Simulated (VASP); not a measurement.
# Ag (P6_3/mmc) in VASP: notebook

The runs below take Ag through single point, with r2SCAN.

Everything below comes from runs of VASP 6.6.1. Logs are shortened: lines on timing, memory, paths and dates and some standing lists are left out, and cuts for length are marked.

### 1 The cell of the first run

The structure is hexagonal, space group P6_3/mmc (No. 194). Conventional cell: a = 2.827 Å, b = 2.827 Å, c = 4.630 Å, α = 90.00°, β = 90.00°, γ = 120.00°. Ag (site symmetry -6m2) has 12 Ag at 2.83 Å within 3.7 Å.

### 2 Single point, r2SCAN

File POSCAR:

```
Ag
1.0
    2.8274791756      0.0000000000      0.0000000000
   -1.4137395878      2.4486687947      0.0000000000
    0.0000000000      0.0000000000      4.6304536685
Ag
2
Direct
    0.3333333333      0.6666666667      0.2500000000
    0.6666666667      0.3333333333      0.7500000000
```

File INCAR.step1:

```
PREC = Accurate
ENCUT = 520
ISMEAR = -1
SIGMA = 0.1
LREAL = F
LASPH = T
NELM = 100
NBANDS = 18
GGA = PE
ALGO = Normal
EDIFF = 1E-4
LWAVE = T
LCHARG = F
```

File INCAR.step2:

```
PREC = Accurate
ENCUT = 520
EDIFF = 1E-7
ISMEAR = -1
SIGMA = 0.1
LREAL = F
LASPH = T
NELM = 100
ALGO = Normal
ISIF = 2
LWAVE = F
LCHARG = T
METAGGA = R2SCAN
LMIXTAU = T
LELF = T
LVHAR = T
NBANDS = 18
ISTART = 1
```

File KPOINTS:

```
regular mesh
0
Gamma
  18 18 10
```

Potentials or basis: VASP PAW PBE potentials, release 64 (Ag).

Started as:

```
$ cat potpaw_PBE.64/Ag/POTCAR > POTCAR
$ cp INCAR.step1 INCAR
$ mpirun -np 1 vasp_std > vasp.out
$ cp INCAR.step2 INCAR
$ mpirun -np 1 vasp_std > vasp.out
```

OUTCAR:

```text
PREC = Accurate
   ENCUT = 520
   EDIFF = 1E-7
   ISMEAR = -1
   LREAL = F
   LASPH = T
   NELM = 100
   ISIF = 2
   METAGGA = R2SCAN
   ISTART = 1

 ion  position               nearest neighbor table
   1  0.333  0.667  0.250-   2 2.83   2 2.83   2 2.83   2 2.83   2 2.83   2 2.83
   2  0.667  0.333  0.750-   1 2.83   1 2.83   1 2.83   1 2.83   1 2.83   1 2.83

  LATTYP: Found a hexagonal cell.
 ALAT       =     2.8274791756
 C/A-ratio  =     1.6376614578

  Lattice vectors:

 A1 = (   2.8274791756,   0.0000000000,   0.0000000000)
 A2 = (  -1.4137395878,   2.4486687947,   0.0000000000)
 A3 = (   0.0000000000,   0.0000000000,   4.6304536685)

Analysis of symmetry for initial positions (statically):
=====================================================================
 Subroutine PRICEL returns:
 Original cell was already a primitive cell.

 Routine SETGRP: Setting up the symmetry group for a
 hexagonal supercell.

 Subroutine GETGRP returns: Found 24 space group operations
 (whereof 12 operations were pure point group operations)
 out of a pool of 24 trial point group operations.

The static configuration has the point symmetry D_3d.
 The point group associated with its full space group is D_6h.

Analysis of symmetry for dynamics (positions and initial velocities):
=====================================================================
 Subroutine PRICEL returns:
 Original cell was already a primitive cell.

 Routine SETGRP: Setting up the symmetry group for a
 hexagonal supercell.

 Subroutine GETGRP returns: Found 24 space group operations
 (whereof 12 operations were pure point group operations)
 out of a pool of 24 trial point group operations.

The dynamic configuration has the point symmetry D_3d.
 The point group associated with its full space group is D_6h.

 Subroutine INISYM returns: Found 24 space group operations
 (whereof 12 operations are pure point group operations),
 and found     1 'primitive' translations

----------------------------------------------------------------------------------------

                                     Primitive cell

  volume of cell :      32.0592

  direct lattice vectors                    reciprocal lattice vectors
     2.827479176  0.000000000  0.000000000     0.353671924  0.204192581  0.000000000
    -1.413739588  2.448668795  0.000000000     0.000000000  0.408385161  0.000000000
     0.000000000  0.000000000  4.630453669     0.000000000  0.000000000  0.215961560

  length of vectors
     2.827479176  2.827479176  4.630453669     0.408385161  0.408385161  0.215961560

  position of ions in fractional coordinates (direct lattice)
     0.333333333  0.666666667  0.250000000
     0.666666667  0.333333333  0.750000000

  ion indices of the primitive-cell ions
   primitive index   ion index
                 1           1
                 2           2

----------------------------------------------------------------------------------------

 KPOINTS: regular mesh

Automatic generation of k-mesh.
 Grid dimensions read from file:
 generate k-points for:   18   18   10

 Generating k-lattice:

  Cartesian coordinates                     Fractional coordinates (reciprocal lattice)
     0.019648440  0.011344032  0.000000000     0.055555556  0.000000000  0.000000000
     0.000000000  0.022688065  0.000000000     0.000000000  0.055555556  0.000000000
     0.000000000  0.000000000  0.021596156     0.000000000  0.000000000  0.100000000

  Length of vectors
     0.022688065  0.022688065  0.021596156

  Shift w.r.t. Gamma in fractional coordinates (k-lattice)
     0.000000000  0.000000000  0.000000000

 Subroutine IBZKPT returns following result:
 ===========================================

 Found    222 irreducible k-points:

 Following reciprocal coordinates:
            Coordinates               Weight
  0.000000  0.000000  0.000000      1.000000
  0.055556  0.000000  0.000000      6.000000
  0.111111  0.000000  0.000000      6.000000
  0.166667 -0.000000  0.000000      6.000000
  0.222222 -0.000000  0.000000      6.000000
  0.277778  0.000000  0.000000      6.000000
[... 16 lines left out ...]
  0.333333  0.111111  0.000000     12.000000
  0.388889  0.111111  0.000000     12.000000
 [... further k-points ...]
   k-points           NKPTS =    222   k-points in BZ     NKDIM =    222   number of bands    NBANDS=     18
   number of dos      NEDOS =    301   number of ions     NIONS =      2
   total plane-waves  NPLWV =  20736
   dimension x,y,z NGX =    24 NGY =   24 NGZ =   36
   dimension x,y,z NGXF=    48 NGYF=   48 NGZF=   72
   ions per type =               2
   NGX,Y,Z   is equivalent  to a cutoff of  14.11, 14.11, 12.92 a.u.
   NGXF,Y,Z  is equivalent  to a cutoff of  28.22, 28.22, 25.85 a.u.
 SYSTEM =  unknown system
   PREC   = accura    normal or accurate (medium, high low for compatibility)
   ISTART =      1    job   : 0-new  1-cont  2-samecut
   ICHARG =      0    charge: 1-file 2-atom 10-const
   ISPIN  =      1    spin polarized calculation?
   LNONCOLLINEAR =      F non collinear calculations
   LSORBIT =      F    spin-orbit coupling
   LASPH  =      T    aspherical Exc in radial PAW
   ENCUT  =  520.0 eV  38.22 Ry    6.18 a.u.   5.26  5.26  8.61*2*pi/ulx,y,z
   NELM   =    100;   NELMIN=  2; NELMDL=  0     # of ELM steps
   EDIFF  = 0.1E-06   stopping-criterion for ELM
   LREAL  =      F    real-space projection
   EDIFFG = 0.1E-05   stopping-criterion for IOM
   NSW    =      0    number of steps for IOM
   IBRION =     -1    ionic relax: 0-MD 1-quasi-New 2-CG
   NFREE  =      0    steps in history (QN), initial steepest desc. (CG)
   ISIF   =      2    stress and relaxation
   ISYM   =      2    0-nonsym 1-usesym 2-fastsym
   POTIM  = 0.5000    time-step for ionic-motion
   TEBEG  =    0.0;   TEEND  =   0.0 temperature during run
   PSTRESS=    0.0 pullay stress
   NELECT =      22.0000    total number of electrons
   NUPDOWN=      -1.0000    fix difference up-down
   EMIN   =  10.00;   EMAX   =-10.00  energy-range for DOS
   EFERMI =   0.00;   METHOD = LEGACY
   ISMEAR =    -1;   SIGMA  =   0.10  broadening in eV -4-tet -1-fermi 0-gaus
   EFERMI_NEDOS =   21; number of points for ismear=-14 and -15
   IALGO  =     38    algorithm
   IMIX   =      4    mixing-type and parameters
     AMIX     =   0.40;   BMIX     =  1.00
     AMIX_MAG =   1.60;   BMIX_MAG =  1.00
  volume/ion in A,a.u.               =      16.03       108.17
  Fermi-wavevector in a.u.,A,eV,Ry     =   1.443992  2.728749 28.369675  2.085112
  Thomas-Fermi vector in A             =   2.562337
   LORBIT       =      0    0 simple, 1 ext, 2 COOP (PROOUT), +10 PAW based schemes
   METAGGA = R2SCAN    functional components
   LHFCALC =     F    Hartree Fock is set to
   AEXX    =    0.0000 exact exchange contribution
   IVDW    =     0    specifies the selected vdW correction
   LEPSILON=     F    determine dielectric tensor
   LRPA    =     F    only Hartree local field effects (RPA)
 non-spin polarized calculation
  energy-cutoff  :      520.00
  volume of cell :       32.06
 maximum number of plane-waves:       878
 NGX is ok and might be reduce to    24
   NGX = 11   NGY = 11   NGZ = 17

 number of electron      22.0000005 magnetization

 Free energy of the ion-electron system (eV)
  ---------------------------------------------------
  ext. energy  EPLUGINS =         0.00000000
  ---------------------------------------------------
  free energy    TOTEN  =       -42.63649365 eV

  energy without entropy =      -42.61720534  energy(sigma->0) =      -42.62684950

 E-fermi :   9.3211     XC(G=0): -13.4032

 val. band max:        9.2985138546   @ k =   0.3889   0.1111   0.3000
 cond. band min:       9.3222409975   @ k =   0.3889   0.0556   0.5000
 fundamental gap:      0.0237271430
 Fermi energy:         9.3210956931

 k-point     1 :       0.0000    0.0000    0.0000
  band No.  band energies     occupation
      1       0.8708      2.00000
      2       2.1632      2.00000
      3       3.9158      2.00000
      4       4.0307      2.00000
      5       4.0307      2.00000
      6       4.3018      2.00000
[... 10 lines left out ...]
     17      29.1756      0.00000
     18      29.1756      0.00000

 k-point     2 :       0.0556    0.0000    0.0000
  band No.  band energies     occupation
      1       0.9646      2.00000
      2       2.2193      2.00000
      3       3.8480      2.00000
      4       4.0827      2.00000
      5       4.0940      2.00000
      6       4.2811      2.00000
[... 10 lines left out ...]
     17      28.3971      0.00000
     18      29.0837      0.00000

 k-point     3 :       0.1111    0.0000    0.0000
  band No.  band energies     occupation
      1       1.2370      2.00000
      2       2.3714      2.00000
      3       3.7272      2.00000
      4       4.1713      2.00000
      5       4.2351      2.00000
      6       4.2773      2.00000
[... 10 lines left out ...]
     17      28.1417      0.00000
     18      29.4483      0.00000

 k-point     4 :       0.1667   -0.0000    0.0000
  band No.  band energies     occupation
      1       1.6535      2.00000
      2       2.5617      2.00000
      3       3.6197      2.00000
      4       4.1183      2.00000
      5       4.1769      2.00000
      6       4.4676      2.00000
[... 375 lines left out ...]
      4       3.9609      2.00000
      5       3.9833      2.00000
      6       4.3011      2.00000
[... 10 lines left out ...]
     17      24.1817      0.00000
     18      26.2246      0.00000

 k-point    23 :       0.3333    0.1111    0.0000
  band No.  band energies     occupation
      1       2.5101      2.00000
      2       2.7952      2.00000
      3       2.8460      2.00000
      4       3.9136      2.00000
      5       4.3510      2.00000
      6       4.3781      2.00000
[... 10 lines left out ...]
     17      22.3714      0.00000
     18      25.7114      0.00000

 k-point    24 :       0.3889    0.1111    0.0000
  band No.  band energies     occupation
      1       2.4178      2.00000
      2       2.6574      2.00000
      3       2.8159      2.00000
      4       3.8943      2.00000
      5       4.2861      2.00000
      6       4.5171      2.00000
[... 10 lines left out ...]
     17      21.2010      0.00000
     18      25.4019      0.00000

 [... further k-points ...]
[... 5 lines left out ...]
  --------------------------------------------------------------------------------------
  -------------------------------------------------------------------------------------
  Total        2.0517094      2.0517094      2.0502334      0.0000000      0.0000000     -0.0000000
  in kB      102.5353024    102.5353024    102.4615409      0.0000000      0.0000000     -0.0000000
  external PRESSURE =     102.5107153 kB  Pullay stress =       0.0000000 kB

 VOLUME and BASIS-vectors are now :
 -----------------------------------------------------------------------------
  energy-cutoff  :      520.00
  volume of cell :       32.06
      direct lattice vectors                 reciprocal lattice vectors
     2.827479176  0.000000000  0.000000000     0.353671924  0.204192581  0.000000000
    -1.413739588  2.448668795  0.000000000     0.000000000  0.408385161  0.000000000
     0.000000000  0.000000000  4.630453669     0.000000000  0.000000000  0.215961560

 POSITION                                       TOTAL-FORCE (eV/Angst)
 -----------------------------------------------------------------------------------
     -0.00000      1.63245      1.15761        -0.000000      0.000000     -0.000000
      1.41374      0.81622      3.47284         0.000000      0.000000      0.000000
 -----------------------------------------------------------------------------------
    total drift:                               -0.000000      0.000000     -0.000000

  FREE ENERGIE OF THE ION-ELECTRON SYSTEM (eV)
  ---------------------------------------------------
  free  energy   TOTEN  =       -42.6364936507 eV

  energy  without entropy=      -42.6172053442  energy(sigma->0) =      -42.62684950
```

Wall time 4.6 min (1 thread of Intel Xeon 6975P-C, shared host); peak memory 0.24 GiB.

What came out:

| Quantity | Value |
| --- | --- |
| Free energy | -42.6365 eV |
| Pressure | 10.3 GPa |
| Band gap on the k mesh | zero (band 11 reaches 13.77 eV, above the bottom of band 12 at 5.50 eV) |

Caveat: the PAW data sets were made with another functional, which shifts forces and pressure a little.

### 3 Single point, r2SCAN

This run uses another cell than the first one, of 16.35 Å³/atom, 1.020 times its volume.

File POSCAR:

```
Ag
1.0
    2.8462358990      0.0000000000      0.0000000000
   -1.4231179495      2.4649125937      0.0000000000
    0.0000000000      0.0000000000      4.6619689254
Ag
2
Direct
    0.3333333333      0.6666666667      0.2500000000
    0.6666666667      0.3333333333      0.7500000000
```

File INCAR.step1:

```
SYSTEM = Ag
  PREC = Accurate
  ENCUT = 520
  ISMEAR = -1
  SIGMA = 0.1
  LREAL = .FALSE.
  LASPH = .TRUE.
  NELM = 100
  NBANDS = 18
  GGA = PE
  ALGO = Normal
  EDIFF = 1E-4
  LWAVE = .TRUE.
  LCHARG = .FALSE.
```

File INCAR.step2:

```
SYSTEM = Ag
  PREC = Accurate
  ENCUT = 520
  EDIFF = 1E-6
  ISMEAR = -1
  SIGMA = 0.1
  LREAL = .FALSE.
  LASPH = .TRUE.
  NELM = 100
  ALGO = Normal
  ISIF = 2
  LWAVE = .FALSE.
  LCHARG = .TRUE.
  METAGGA = R2SCAN
  LMIXTAU = .TRUE.
  LELF = .TRUE.
  LVHAR = .TRUE.
  NBANDS = 18
  ISTART = 1
```

File KPOINTS:

```
Automatic mesh
0
G
  18 18 10
  0 0 0
```

Potentials or basis: VASP PAW PBE potentials, release 64 (Ag).

Started as:

```
$ cat potpaw_PBE.64/Ag/POTCAR > POTCAR
$ cp INCAR.step1 INCAR
$ mpirun -np 1 vasp_std > vasp.out
$ cp INCAR.step2 INCAR
$ mpirun -np 1 vasp_std > vasp.out
```

OUTCAR:

```text
SYSTEM = Ag
   PREC = Accurate
   ENCUT = 520
   EDIFF = 1E-6
   ISMEAR = -1
   LREAL = .FALSE.
   LASPH = .TRUE.
   NELM = 100
   ISIF = 2
   METAGGA = R2SCAN
   ISTART = 1

 ion  position               nearest neighbor table
   1  0.333  0.667  0.250-   2 2.85   2 2.85   2 2.85   2 2.85   2 2.85   2 2.85
   2  0.667  0.333  0.750-   1 2.85   1 2.85   1 2.85   1 2.85   1 2.85   1 2.85

  LATTYP: Found a hexagonal cell.
 ALAT       =     2.8462358990
 C/A-ratio  =     1.6379418611

  Lattice vectors:

 A1 = (   2.8462358990,   0.0000000000,   0.0000000000)
 A2 = (  -1.4231179495,   2.4649125937,   0.0000000000)
 A3 = (   0.0000000000,   0.0000000000,   4.6619689254)

Analysis of symmetry for initial positions (statically):
=====================================================================
 Subroutine PRICEL returns:
 Original cell was already a primitive cell.

 Routine SETGRP: Setting up the symmetry group for a
 hexagonal supercell.

 Subroutine GETGRP returns: Found 24 space group operations
[... 158 lines left out ...]

 Free energy of the ion-electron system (eV)
  ---------------------------------------------------
  ext. energy  EPLUGINS =         0.00000000
  ---------------------------------------------------
  free energy    TOTEN  =       -42.67200573 eV

  energy without entropy =      -42.65279350  energy(sigma->0) =      -42.66239962

 E-fermi :   9.0277     XC(G=0): -13.2601

 val. band max:        9.0096638988   @ k =   0.3889   0.1111   0.3000
 cond. band min:       9.0428608746   @ k =   0.3889   0.0556   0.5000
 fundamental gap:      0.0331969758
 Fermi energy:         9.0277285531

 k-point     1 :       0.0000    0.0000    0.0000
  band No.  band energies     occupation
      1       0.7381      2.00000
      2       2.0096      2.00000
      3       3.7032      2.00000
      4       3.8157      2.00000
      5       3.8157      2.00000
      6       4.0765      2.00000
[... 481 lines left out ...]
      5       4.0656      2.00000
      6       4.2872      2.00000
[... 10 lines left out ...]
     17      20.7597      0.00000
     18      24.9931      0.00000

 [... further k-points ...]
[... 5 lines left out ...]
  --------------------------------------------------------------------------------------
  -------------------------------------------------------------------------------------
  Total        1.4792196      1.4792196      1.4785882      0.0000000      0.0000000      0.0000000
  in kB       72.4605208     72.4605208     72.4295909      0.0000000      0.0000000      0.0000000
  external PRESSURE =      72.4502108 kB  Pullay stress =       0.0000000 kB

 VOLUME and BASIS-vectors are now :
 -----------------------------------------------------------------------------
  energy-cutoff  :      520.00
  volume of cell :       32.71
      direct lattice vectors                 reciprocal lattice vectors
     2.846235899  0.000000000  0.000000000     0.351341222  0.202846949  0.000000000
    -1.423117949  2.464912594  0.000000000     0.000000000  0.405693899  0.000000000
     0.000000000  0.000000000  4.661968925     0.000000000  0.000000000  0.214501644

 POSITION                                       TOTAL-FORCE (eV/Angst)
 -----------------------------------------------------------------------------------
     -0.00000      1.64328      1.16549         0.000000     -0.000000      0.000000
      1.42312      0.82164      3.49648        -0.000000      0.000000      0.000000
 -----------------------------------------------------------------------------------
    total drift:                               -0.000000      0.000000     -0.000000

  FREE ENERGIE OF THE ION-ELECTRON SYSTEM (eV)
  ---------------------------------------------------
  free  energy   TOTEN  =       -42.6720057322 eV

  energy  without entropy=      -42.6527934985  energy(sigma->0) =      -42.66239962
```

OUTCAR.step1:

```text
SYSTEM = Ag
   PREC = Accurate
   ENCUT = 520
   ISMEAR = -1
   LREAL = .FALSE.
   LASPH = .TRUE.
[... 728 lines left out ...]
     -0.00000      1.64328      1.16549        -0.000000     -0.000000      0.000000
      1.42312      0.82164      3.49648         0.000000      0.000000      0.000000
 -----------------------------------------------------------------------------------
    total drift:                               -0.000000      0.000000     -0.000000

  FREE ENERGIE OF THE ION-ELECTRON SYSTEM (eV)
  ---------------------------------------------------
  free  energy   TOTEN  =        -5.3474063559 eV

  energy  without entropy=       -5.3271553072  energy(sigma->0) =       -5.33728083
```

Run time: 3.9 min. Hardware: 1 thread of Intel Xeon 6975P-C, shared host; peak memory 0.24 GiB.

Results:

```yaml
Free_energy: -42.6720 eV
Pressure: 7.2 GPa
Band_gap_on_the_k_mesh: zero (band 11 reaches 13.41 eV, above the bottom of band 12 at 5.23 eV)
```

Levels at points of the mesh, in eV from the Fermi level:
```
           k point  band 8  band 9  band 10  band 11  band 12  band 13  band 14  band 15
(0.00, 0.00, 0.00)   -4.56   -4.56    -3.45    -3.45    -0.48     3.90    16.43    18.41
(0.50, 0.00, 0.00)   -3.30   -3.25    -3.15     0.11     1.71     7.40     7.62    10.16
(0.00, 0.00, 0.50)   -4.97   -3.80    -3.80    -3.80    -3.80    11.83    11.83    16.83
(0.50, 0.00, 0.50)   -3.50   -3.20    -3.20     0.79     0.79     5.01     5.01    14.57
```

Caveat: the PAW data sets were made with another functional, which shifts forces and pressure a little.
